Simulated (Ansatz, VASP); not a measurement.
# HPbNO4 in VASP and in Ansatz

Contents of INCAR:

```
SYSTEM = HPbNO4
PREC = Accurate
ENCUT = 600
EDIFF = 1E-6
ISMEAR = -1
SIGMA = 0.05
LREAL = .False.
LASPH = .True.
NELM = 80
ALGO = Normal
ISIF = 3
LWAVE = .False.
LCHARG = .False.
GGA = PE
IVDW = 13
IBRION = 2
NSW = 60
EDIFFG = -0.01
```

File KPOINTS:

```
Automatic mesh
0
Gamma
  5 5 3
  0 0 0
```

POSCAR

```
HPbNO4
1.0
    4.2040700000      0.0000000000      0.0000000000
    2.0217200000      3.8395200000      0.0000000000
    2.0468600000      1.2790000000      6.2813200000
H Pb N O
1 1 1 4
Direct
    0.8914500000      0.6820200000      0.6279600000
    0.1442600000      0.9287200000      0.8835200000
    0.2567000000      0.2886100000      0.3017100000
    0.8310800000      0.6505600000      0.7840500000
    0.3869400000      0.2238000000      0.1129500000
    0.3110400000      0.0357600000      0.4585600000
    0.0772600000      0.6063300000      0.3227500000
```

File input.yaml:

```yaml
crystal:
  lattice:
    - [4.20407, 0.0, 0.0]
    - [2.02172, 3.83952, 0.0]
    - [2.04686, 1.279, 6.28132]
  atoms:
    - { symbol: H, position: [0.89145, 0.68202, 0.62796] }
    - { symbol: Pb, position: [0.14426, 0.92872, 0.88352] }
    - { symbol: "N", position: [0.2567, 0.28861, 0.30171] }
    - { symbol: O, position: [0.83108, 0.65056, 0.78405] }
    - { symbol: O, position: [0.38694, 0.2238, 0.11295] }
    - { symbol: O, position: [0.31104, 0.03576, 0.45856] }
    - { symbol: O, position: [0.07726, 0.60633, 0.32275] }
hamiltonian:
  xc: pbe
  pseudopotentials: { kind: paw }
  dispersion: d4
kpoints:
  mp_grid: { grid: [5, 5, 3] }
scf:
  occupations: { method: fermi_dirac, width: 0.05 }
output:
  forces: true
  stress: true
  eigenvalues: true
  write_density: true
  write_potential: true
  elf: true
  volumetric_format: npy
relax:
  f_tol: 0.01
  max_steps: 40
  cell: { stress_tol: 0.05 }
```

Alike in both runs: task relaxation of cell and atoms; functional PBE; dispersion D4; k mesh 5 × 5 × 3; occupations fermi-dirac, width 0.05 eV; no spin polarisation.

```csv
,VASP,Ansatz
version,VASP 6.6.1,Ansatz 0.2.0
potentials or method,"VASP PAW PBE potentials, release 64 (H, Pb_d, N, O)",Ansatz PAW
plane-wave cutoff (eV),600,420
valence electrons in the cell,44,44
```

Ansatz gave:

* gap on the k mesh at the Fermi level, each at its own relaxed structure (eV): 2.80
* relaxed volume (Å³/atom): 14.00
* relaxed cell length with the largest relative difference (Å): 4.269

Question: What did VASP give for the same quantities?

Answer: gap on the k mesh at the Fermi level, each at its own relaxed structure (eV): 2.69; relaxed volume (Å³/atom): 13.89; relaxed cell length with the largest relative difference (Å): 4.252.

Neither program's run includes spin-orbit coupling. Noted on VASP's run: the standard files for N, O and F lose accuracy on very short bonds. Noted on Ansatz's run: odd divisions of the mesh miss points on the zone boundary, where band edges often lie, so the gap on the mesh can be too wide; the plane-wave basis is chosen anew once the cell has moved, so the energies of steps on either side of that aren't comparable.
